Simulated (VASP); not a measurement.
A run of VASP 6.6.1 is set up as follows.

INCAR

```
ALGO = Normal
EDIFF = 1E-7
ENCUT = 520
GGA = PE
ISIF = 2
ISMEAR = 0
LASPH = T
LCHARG = T
LELF = T
LREAL = F
LVHAR = T
LWAVE = F
NBANDS = 28
NELM = 100
PREC = Accurate
SIGMA = 0.1
```

Contents of KPOINTS:

```
k-points
0
Gamma
  6 6 6
```

POSCAR

```
Ta2AlC2N
1.0
   -1.8329358100      1.8329358100      5.5772498800
    1.8329358100     -1.8329358100      5.5772498800
    1.8329358100      1.8329358100     -5.5772498800
Ta Al C N
2 1 2 1
Direct
    0.7500000000      0.2500000000      0.5000000000
    0.2500000000      0.7500000000      0.5000000000
    0.0000000000      0.0000000000      0.0000000000
    0.3590180000      0.3590180000      0.0000000000
    0.6409820000      0.6409820000      0.0000000000
    0.5000000000      0.5000000000      0.0000000000
```

Potentials or basis: VASP PAW PBE potentials, release 64 (Ta_pv, Al, C, N).

The run is started by

```sh
$ cat potpaw_PBE.64/Ta_pv/POTCAR potpaw_PBE.64/Al/POTCAR potpaw_PBE.64/C/POTCAR potpaw_PBE.64/N/POTCAR > POTCAR
$ mpirun -np 1 vasp_std > vasp.out
```

Task: Estimate the band gap on the k mesh.

Result: Zero (bands 19 and 20 overlap by 1.94 eV).

Task: Predict the pressure.

Result: 10.9 GPa.

Task: Predict the largest force.

Result: 2.123 eV/Å.

Stress tensor (GPa, compression positive):
```
 21.38   0.00   0.00
  0.00  21.38   0.00
  0.00   0.00 -10.13
```

Caveat: the stress differs along the axes, from -10 to 21 GPa; spin-orbit coupling is left out, which moves the levels of the heavy elements; forces of over 1 eV/Å act on the atoms, so gaps and moduli don't describe the material at rest.
